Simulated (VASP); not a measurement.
# HfB3N: single point with PBE

HfB3N:

```
Hf B N
1.0
     3.83788    0.00000    0.00000
     0.00000    3.83788    0.00000
     0.00000    0.00000    3.83788
Hf B N
1 3 1
Direct
  0.50000 0.50000 0.50000
  0.50000 0.00000 0.00000
  0.00000 0.50000 0.00000
  0.00000 0.00000 0.50000
  0.00000 0.00000 0.00000
```

- Program: VASP 6.6.1
- Task: single point
- Functional: PBE
- Potentials or basis: VASP PAW PBE potentials, release 64 (Hf_pv, B, N)
- Cutoff: 520 eV
- k mesh: 4 × 4 × 4
- Occupations: gaussian, width 0.1 eV
- Spin: no spin polarisation
- Dipole correction: no
- Further INCAR settings: ALGO = Normal; EDIFF = 1e-06; NBANDS = 20

```json
{
 "Pressure": "-22.1 GPa",
 "Band gap on the k mesh": "zero (band 12 reaches 7.22 eV, above the bottom of band 13 at 4.40 eV)"
}
```

Levels at points of the mesh, in eV from the Fermi level:
| k point | band 8 | band 9 | band 10 | band 11 | band 12 | band 13 | band 14 | band 15 |
| --- | --- | --- | --- | --- | --- | --- | --- | --- |
| (0.00, 0.00, 0.00) | -6.14 | -3.94 | -3.94 | 2.35 | 2.35 | 2.35 | 2.48 | 2.48 |
| (0.50, 0.00, 0.00) | -4.02 | -2.08 | -1.97 | -0.34 | 0.34 | 0.34 | 0.72 | 0.72 |
| (0.50, 0.50, 0.00) | -4.95 | -3.82 | -1.30 | -1.30 | 1.01 | 1.01 | 2.97 | 3.33 |
| (0.50, 0.50, 0.50) | -2.96 | -2.96 | -2.96 | 1.32 | 1.32 | 1.32 | 2.98 | 4.03 |

Wall time 23 s on 1 thread of Intel Xeon 8259CL (shared host), peak memory 0.17 GiB.

Caveat: the k points lie up to 0.41 Å⁻¹ apart; spin-orbit coupling is left out, which moves the levels of the heavy elements.
